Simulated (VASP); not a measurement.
# SrC2 (R-3m) in VASP: single point with LDA

Aim: the single point of SrC2 with LDA.

Program: VASP 6.6.1. These are calculated values, not measurements. Logs are shortened: lines on timing, memory, paths and dates and some standing lists are left out, and cuts for length are marked.

## Step 1: The cell of the first run

Symmetry: R-3m, No. 166, trigonal system. Conventional cell: a = 5.035 Å, b = 5.035 Å, c = 6.920 Å, α = 90.00°, β = 90.00°, γ = 120.00°. Within 3.8 Å of Sr (site symmetry -3m) lie 14 C at 2.83 to 3.41 Å and 6 Sr at 3.71 Å. Within 1.7 Å of C (site symmetry 3m) lie 1 C at 1.27 Å.

## Step 2: Single point, LDA

The input, INCAR:

```
ALGO     = Normal         # electronic algorithm
EDIFF    = 1E-6           # SCF threshold, eV
ENCUT    = 520            # plane-wave cutoff, eV
ISIF     = 2              # what is computed and relaxed
ISMEAR   = -1             # smearing method
LASPH    = T              # aspherical terms in the spheres
LCHARG   = F              # write CHGCAR
LREAL    = F              # projectors in reciprocal space
LWAVE    = F              # write WAVECAR
NBANDS   = 16             # bands
NELM     = 60             # most SCF steps
PREC     = Accurate       # precision mode
SIGMA    = 0.01           # smearing width, eV
```

The input, KPOINTS:

```
k-points
0
Gamma
  6 6 6
```

The input, POSCAR:

```
SrC2
1.0
    2.5173300000      1.4533800000      2.3066600000
   -2.5173300000      1.4533800000      2.3066600000
    0.0000000000     -2.9067600000      2.3066600000
Sr C
1 2
Direct
    0.0000000000      0.0000000000      0.0000000000
    0.5915600000      0.5915600000      0.5915600000
    0.4084400000      0.4084400000      0.4084400000
```

Potentials or basis: VASP PAW LDA potentials, release 64 (Sr_sv, C).

On the command line:

```sh
> cat potpaw_LDA.64/Sr_sv/POTCAR potpaw_LDA.64/C/POTCAR > POTCAR
> mpirun -np 1 vasp_std > vasp.out
```

OUTCAR:

```text
EDIFF = 1E-6
   ENCUT = 520
   ISIF = 2
   ISMEAR = -1
   LASPH = T
   LREAL = F
   NELM = 60
   PREC = Accurate

 ion  position               nearest neighbor table
   1  0.000  0.000  0.000-   2 2.83   3 2.83   2 2.95   3 2.95   2 2.95   2 2.95   3 2.95   3 2.95
                             2 3.41   3 3.41   3 3.41   2 3.41   3 3.41   2 3.41
   2  0.592  0.592  0.592-   3 1.27   1 2.83   1 2.95   1 2.95   1 2.95   1 3.41   1 3.41   1 3.41

   3  0.408  0.408  0.408-   2 1.27   1 2.83   1 2.95   1 2.95   1 2.95   1 3.41   1 3.41   1 3.41

  LATTYP: Found a trigonal (rhomboedric) cell.
 ALAT       =     3.7107875322
 COS(alpha) =     0.0795967974

  Lattice vectors:

 A1 = (   2.5173300000,   1.4533800000,   2.3066600000)
 A2 = (  -2.5173300000,   1.4533800000,   2.3066600000)
 A3 = (   0.0000000000,  -2.9067600000,   2.3066600000)

Analysis of symmetry for initial positions (statically):
=====================================================================
 Subroutine PRICEL returns:
 Original cell was already a primitive cell.

 Routine SETGRP: Setting up the symmetry group for a
 trigonal (rhombohedral) supercell.

 Subroutine GETGRP returns: Found 12 space group operations
 (whereof 12 operations were pure point group operations)
 out of a pool of 12 trial point group operations.

The static configuration has the point symmetry D_3d.

Analysis of symmetry for dynamics (positions and initial velocities):
=====================================================================
 Subroutine PRICEL returns:
 Original cell was already a primitive cell.

 Routine SETGRP: Setting up the symmetry group for a
 trigonal (rhombohedral) supercell.

 Subroutine GETGRP returns: Found 12 space group operations
 (whereof 12 operations were pure point group operations)
 out of a pool of 12 trial point group operations.

The dynamic configuration has the point symmetry D_3d.

 Subroutine INISYM returns: Found 12 space group operations
 (whereof 12 operations are pure point group operations),
 and found     1 'primitive' translations

----------------------------------------------------------------------------------------

                                     Primitive cell

  volume of cell :      50.6354

  direct lattice vectors                    reciprocal lattice vectors
     2.517330000  1.453380000  2.306660000     0.198623144  0.114675217  0.144509088
    -2.517330000  1.453380000  2.306660000    -0.198623144  0.114675217  0.144509088
[... 87 lines left out ...]
   EDIFF  = 0.1E-05   stopping-criterion for ELM
   LREAL  =      F    real-space projection
   EDIFFG = 0.1E-04   stopping-criterion for IOM
   NSW    =      0    number of steps for IOM
   IBRION =     -1    ionic relax: 0-MD 1-quasi-New 2-CG
   NFREE  =      0    steps in history (QN), initial steepest desc. (CG)
   ISIF   =      2    stress and relaxation
   ISYM   =      2    0-nonsym 1-usesym 2-fastsym
   POTIM  = 0.5000    time-step for ionic-motion
   TEBEG  =    0.0;   TEEND  =   0.0 temperature during run
   PSTRESS=    0.0 pullay stress
   NELECT =      18.0000    total number of electrons
   NUPDOWN=      -1.0000    fix difference up-down
   EMIN   =  10.00;   EMAX   =-10.00  energy-range for DOS
   EFERMI =   0.00;   METHOD = LEGACY
   ISMEAR =    -1;   SIGMA  =   0.01  broadening in eV -4-tet -1-fermi 0-gaus
   EFERMI_NEDOS =   21; number of points for ismear=-14 and -15
   IALGO  =     38    algorithm
   IMIX   =      4    mixing-type and parameters
     AMIX     =   0.40;   BMIX     =  1.00
     AMIX_MAG =   1.60;   BMIX_MAG =  1.00
  volume/ion in A,a.u.               =      16.88       113.90
  Fermi-wavevector in a.u.,A,eV,Ry     =   1.159705  2.191525 18.298696  1.344916
  Thomas-Fermi vector in A             =   2.296295
   LORBIT       =      0    0 simple, 1 ext, 2 COOP (PROOUT), +10 PAW based schemes
   GGA     = CA    functional components
   LHFCALC =     F    Hartree Fock is set to
   AEXX    =    0.0000 exact exchange contribution
   IVDW    =     0    specifies the selected vdW correction
   LEPSILON=     F    determine dielectric tensor
   LRPA    =     F    only Hartree local field effects (RPA)
 non-spin polarized calculation
  energy-cutoff  :      520.00
  volume of cell :       50.64
 maximum number of plane-waves:      1388
   NGX = 13   NGY = 13   NGZ = 13

 number of electron      17.9999999 magnetization

 Free energy of the ion-electron system (eV)
  ---------------------------------------------------
  ext. energy  EPLUGINS =         0.00000000
  ---------------------------------------------------
  free energy    TOTEN  =       -21.43870202 eV

  energy without entropy =      -21.43870202  energy(sigma->0) =      -21.43870202

 E-fermi :   2.1061     XC(G=0):  -9.9952

 val. band max:        1.7684363563   @ k =  -0.3333   0.5000   0.3333
 cond. band min:       3.3700109075   @ k =   0.0000   0.0000   0.0000
 fundamental gap:      1.6015745512
 Fermi energy:         2.1060909098

 k-point     1 :       0.0000    0.0000    0.0000
  band No.  band energies     occupation
      1     -32.0289      2.00000
      2     -14.0054      2.00000
      3     -14.0054      2.00000
      4     -13.9063      2.00000
      5     -10.8797      2.00000
      6      -0.7756      2.00000
[... 433 lines left out ...]
      3     -14.2504      2.00000
      4     -13.9983      2.00000
      5     -10.3846      2.00000
      6      -2.3016      2.00000
[... 8 lines left out ...]
     15       9.9715      0.00000
     16      10.7349      0.00000

 [... further k-points ...]

------------------------ aborting loop because EDIFF is reached ----------------------------------------

  FORCE on cell =-STRESS in cart. coord.  units (eV):
  Direction    XX          YY          ZZ          XY          YZ          ZX
  --------------------------------------------------------------------------------------
  -------------------------------------------------------------------------------------
  Total       -1.5350445     -1.5350421     -2.0121139     -0.0000000      0.0000000     -0.0000000
  in kB      -48.5710384    -48.5709614    -63.6662081     -0.0000000      0.0000000     -0.0000000
  external PRESSURE =     -53.6027360 kB  Pullay stress =       0.0000000 kB

 VOLUME and BASIS-vectors are now :
 -----------------------------------------------------------------------------
  energy-cutoff  :      520.00
  volume of cell :       50.64
      direct lattice vectors                 reciprocal lattice vectors
     2.517330000  1.453380000  2.306660000     0.198623144  0.114675217  0.144509088
    -2.517330000  1.453380000  2.306660000    -0.198623144  0.114675217  0.144509088
     0.000000000 -2.906760000  2.306660000     0.000000000 -0.229350434  0.144509088

 POSITION                                       TOTAL-FORCE (eV/Angst)
 -----------------------------------------------------------------------------------
      0.00000      0.00000      0.00000         0.000000      0.000000     -0.000000
      0.00000      0.00000      4.09358        -0.000000     -0.000000     -0.450433
      0.00000      0.00000      2.82640        -0.000000      0.000000      0.450433
 -----------------------------------------------------------------------------------
    total drift:                                0.000000     -0.000000      0.000000

  FREE ENERGIE OF THE ION-ELECTRON SYSTEM (eV)
  ---------------------------------------------------
  free  energy   TOTEN  =       -21.4387020222 eV

  energy  without entropy=      -21.4387020222  energy(sigma->0) =      -21.43870202
```

It took 27 s on 1 thread of Intel Xeon 8259CL, shared host; peak memory 0.16 GiB.

Results:

```
Free energy            : -21.4387 eV
Pressure               : -5.4 GPa
Largest force          : 0.450 eV/Å
Band gap on the k mesh : 1.60 eV (least direct gap 2.43 eV)
```

Forces in eV/Å, atoms in the order of the input:
```
Sr   0.000  0.000  0.000
C    0.000  0.000 -0.450
C    0.000  0.000  0.450
```

Stress tensor (GPa, compression positive):
```
-4.86  0.00  0.00
 0.00 -4.86  0.00
 0.00  0.00 -6.37
```

Caveat: the cell stands under tension. A k mesh can miss the band edges.
